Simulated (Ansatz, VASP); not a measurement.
**One calculation of Zn3CdTe4, two programs**

Contents of INCAR:

```
SYSTEM = Zn3CdTe4
  ALGO = Normal
  EDIFF = 1E-7
  EDIFFG = -0.01
  ENCUT = 600
  GGA = PE
  IBRION = 2
  ISIF = 3
  ISMEAR = 0
  LASPH = .TRUE.
  LCHARG = .FALSE.
  LREAL = .FALSE.
  LWAVE = .FALSE.
  NELM = 100
  NSW = 100
  PREC = Accurate
  SIGMA = 0.02
```

File KPOINTS:

```
k-points
0
G
  4 4 4
  0 0 0
```

The input POSCAR:

```
Zn3CdTe4
1.0
    6.2875654000      0.0000000000      0.0000000000
    0.0000000000      6.2875654000      0.0000000000
    0.0000000000      0.0000000000      6.2875654000
Zn Cd Te
3 1 4
Direct
    0.5000000000      0.0000000000      0.0000000000
    0.0000000000      0.0000000000      0.5000000000
    0.0000000000      0.5000000000      0.0000000000
    0.5000000000      0.5000000000      0.5000000000
    0.7593390000      0.2406610000      0.7593390000
    0.7593390000      0.7593390000      0.2406610000
    0.2406610000      0.2406610000      0.2406610000
    0.2406610000      0.7593390000      0.7593390000
```

Input for Ansatz:

```yaml
crystal:
  lattice:
    - [6.2875654, 0.0, 0.0]
    - [0.0, 6.2875654, 0.0]
    - [0.0, 0.0, 6.2875654]
  atoms:
    - { symbol: Zn, position: [0.5, 0.0, 0.0] }
    - { symbol: Zn, position: [0.0, 0.0, 0.5] }
    - { symbol: Zn, position: [0.0, 0.5, 0.0] }
    - { symbol: Cd, position: [0.5, 0.5, 0.5] }
    - { symbol: Te, position: [0.759339, 0.240661, 0.759339] }
    - { symbol: Te, position: [0.759339, 0.759339, 0.240661] }
    - { symbol: Te, position: [0.240661, 0.240661, 0.240661] }
    - { symbol: Te, position: [0.240661, 0.759339, 0.759339] }
basis:
  ecutwfc: 420
kpoints:
  mp_grid: { grid: [4, 4, 4] }
hamiltonian:
  xc: pbe
scf:
  occupations: { method: gaussian, width: 0.02 }
output:
  forces: true
  stress: true
  eigenvalues: true
  write_density: true
  write_potential: true
  elf: true
  volumetric_format: npy
relax:
  adjacent_minimum: "off"
  f_tol: 0.01
  max_steps: 80
  cell: { stress_tol: 0.05 }
```

Alike in both runs: task relaxation of cell and atoms; functional PBE; k mesh 4 × 4 × 4; occupations gaussian, width 0.02 eV; no spin polarisation.

|  | VASP | Ansatz |
| --- | --- | --- |
| version | VASP 6.6.1 | Ansatz 0.2.0 |
| potentials or method | VASP PAW PBE potentials, release 64 (Zn, Cd, Te), cutoff 600 eV | scalar-relativistic, plane waves, PAW |
| valence electrons in the cell | 72 | 120 |

Ansatz gave:

* gap on the k mesh at the Fermi level, each at its own relaxed structure (eV): 0.89
* relaxed volume (Å³/atom): 31.07
* relaxed length of the cell vector where the two differ most in proportion (Å): 6.288

Task: Which values does VASP return?

Result: gap on the k mesh at the Fermi level, each at its own relaxed structure (eV): 0.87; relaxed volume (Å³/atom): 31.17; relaxed length of the cell vector where the two differ most in proportion (Å): 6.294.

VASP's potentials hold 72 valence electrons a cell and Ansatz's 120, so a difference there can come from the potentials and not from the codes.

Spin-orbit coupling is off throughout.
